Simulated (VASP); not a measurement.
# P: single point with PBEsol

Crystal: P.

```xyz
2
Lattice="1.6912 0.9764 3.1297 -1.6912 0.9764 3.1297 0.0000 -1.9528 3.1297" Properties=species:S:1:pos:R:3 pbc="T T T"
P     0.0000    0.0000    7.2570
P     0.0000    0.0000    2.1321
```

```yaml
Program: VASP 6.6.1
Task: single point
Functional: PBEsol
Potentials_or_basis: VASP PAW PBE potentials, release 64 (P)
Cutoff: 520 eV
k_mesh: 8 × 8 × 8
Occupations: fermi-dirac, width 0.05 eV
Spin: no spin polarisation
```

```json
{
 "Pressure": "2.3 GPa",
 "Largest force": "0.515 eV/Å",
 "Band gap on the k mesh": "zero (bands 5 and 6 overlap by 0.54 eV)"
}
```

Forces in eV/Å, atoms in the order of the input:
```
P    0.000  0.000 -0.515
P    0.000  0.000  0.515
```

Stress tensor (GPa, compression positive):
```
3.38 0.00 0.00
0.00 3.38 0.00
0.00 0.00 0.11
```

Levels at points of the mesh, in eV from the Fermi level:
| k point | band 2 | band 3 | band 4 | band 5 | band 6 | band 7 | band 8 | band 9 |
| --- | --- | --- | --- | --- | --- | --- | --- | --- |
| (0.00, 0.00, 0.00) | -3.49 | -3.48 | -2.86 | -2.86 | 1.40 | 2.66 | 2.66 | 5.86 |
| (0.50, 0.00, 0.00) | -12.17 | -3.98 | -3.65 | -0.85 | -0.20 | 0.07 | 0.54 | 8.40 |
| (0.50, 0.50, 0.00) | -10.34 | -6.93 | -5.70 | -5.53 | -0.20 | 6.34 | 7.74 | 8.59 |
| (0.50, 0.50, 0.50) | -11.27 | -2.80 | -2.80 | -0.06 | -0.06 | 0.50 | 2.62 | 8.63 |

Wall time 36 s on 1 thread of Intel Xeon 8259CL (shared host), peak memory 0.16 GiB.

Caveat: the PAW data sets were made with another functional, which shifts forces and pressure a little.
